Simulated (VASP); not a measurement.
# Te: single point with r2SCAN+D3(BJ)

Te:

```
Te
1.0
     4.54636    0.00000    0.00000
    -2.27318    3.93726    0.00000
     0.00000    0.00000    5.92728
Te
3
Direct
  0.25826 0.00000 0.33333
  0.00000 0.25826 0.66667
  0.74174 0.74174 0.00000
```

```
Program             : VASP 6.6.1
Task                : single point
Functional          : r2SCAN
Dispersion          : D3(BJ)
Potentials or basis : VASP PAW PBE potentials, release 64 (Te)
Cutoff              : 520 eV
k mesh              : 9 × 9 × 6
Occupations         : gaussian, width 0.02 eV
Spin                : no spin polarisation
```

```yaml
Pressure: -0.4 GPa
Largest_force: 0.031 eV/Å
Band_gap_on_the_k_mesh: 0.44 eV
Dispersion_energy_per_atom: -0.194 eV
```

Forces on the atoms (eV/Å):
```
Te   0.031  0.000  0.000
Te  -0.016  0.027  0.000
Te  -0.016 -0.027  0.000
```

Levels at points of the mesh, in eV from the valence-band top:
| k point | band 7 | band 8 | band 9 | band 10 | band 11 | band 12 |
| --- | --- | --- | --- | --- | --- | --- |
| (0.00, 0.00, 0.00) | -1.66 | -1.66 | -0.69 | 1.21 | 1.21 | 1.82 |
| (0.00, 0.00, 0.50) | -1.38 | -1.13 | -1.13 | 0.73 | 0.87 | 0.87 |

It took 2.9 min on 1 thread of Intel(R) Xeon(R) 6975P-C (Granite Rapids) (shared host), peak memory 0.29 GiB.

Caveat: the PAW data sets were made with another functional, which shifts forces and pressure a little; spin-orbit coupling is left out, which moves the levels of the heavy elements. A k mesh can miss the band edges.
